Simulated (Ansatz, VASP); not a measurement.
**One calculation of Te2Mo, two programs**

Contents of INCAR:

```
SYSTEM = Te2Mo
PREC = Accurate ; ENCUT = 520
EDIFF = 1E-6 ; ISMEAR = -1
SIGMA = 0.02 ; LREAL = .FALSE.
LASPH = .TRUE. ; NELM = 150
ALGO = Normal ; ISIF = 2
LWAVE = .FALSE. ; LCHARG = .FALSE.
MAGMOM = 0 0 0 0 0 0 0 0 0 ; LORBIT = 11
LSORBIT = .TRUE. ; GGA_COMPAT = .FALSE.
LORBMOM = .TRUE. ; LMAXMIX = 4
GGA = PE ; NBANDS = 39
```

Contents of KPOINTS:

```
Automatic mesh
0
G
  8 8 8
  0 0 0
```

Contents of POSCAR:

```
Te2Mo
1.0
    1.7509539876      1.0109137561      7.0687660182
   -1.7509539876      1.0109137561      7.0687660182
    0.0000000000     -2.0218275121      7.0687660182
Mo Te
1 2
Direct
    0.0000000000      0.0000000000      0.0000000000
    0.2465646676      0.2465646676      0.2465646676
    0.7534353324      0.7534353324      0.7534353324
```

Input for Ansatz:

```yaml
crystal:
  lattice:
    - [1.7509539876, 1.0109137561, 7.0687660182]
    - [-1.7509539876, 1.0109137561, 7.0687660182]
    - [0.0, -2.0218275121, 7.0687660182]
  atoms:
    - { symbol: Mo, position: [0.0, 0.0, 0.0] }
    - { symbol: Te, position: [0.2465646676, 0.2465646676, 0.2465646676] }
    - { symbol: Te, position: [0.7534353324, 0.7534353324, 0.7534353324] }
kpoints:
  mp_grid: { grid: [8, 8, 8] }
  band_path:
    path:
      - [0.0, 0.0, 0.0]
      - [0.5, 0.5, 0.5]
      - [0.8196985029, 0.1803014971, 0.5]
      - [0.5, -0.1803014971, 0.1803014971]
      - [0.5, 0.0, 0.0]
      - [0.3401507485, -0.3401507485, 0.0]
      - [0.6598492515, 0.0, 0.3401507485]
      - [0.5, 0.0, 0.5]
      - [0.5, -0.1442411977, 0.1442411977]
      - [0.6918191018, 0.3081808982, 0.5]
    npoints: 1
hamiltonian:
  xc: pbe
scf:
  occupations: { method: fermi_dirac, width: 0.02 }
  n_extra_bands: 8
magnetization:
  noncollinear: true
  spin_orbit: true
output:
  forces: true
  stress: true
  eigenvalues: true
```

Alike in both runs: task single point; functional PBE; k mesh 8 × 8 × 8; occupations fermi-dirac, width 0.02 eV; non-collinear spin, spin-orbit coupling.

|  | VASP | Ansatz |
| --- | --- | --- |
| version | VASP 6.6.1 | Ansatz 0.2.0 |
| potentials or method | VASP PAW PBE potentials, release 64 (Mo_sv, Te) | plane waves, PAW |
| plane-wave cutoff (eV) | 520 | 420 |
| valence electrons in the cell | 26 | 46 |

Ansatz gave:

```
pressure (GPa)                                                : 1.9
traceless stress, the component that is largest in VASP (GPa) : 0.91
rms of the force components (eV/Å)                            : 0.117
```

**Question.** What did VASP give for the same quantities?

**Answer.** Pressure (GPa): 2.0; traceless stress, the component that is largest in VASP (GPa): 0.98; rms of the force components (eV/Å): 0.126.

Atom by atom the forces differ by 0.009 eV/Å (rms over components). VASP's potentials hold 26 valence electrons a cell and Ansatz's 46, so a difference there can come from the potentials and not from the codes.
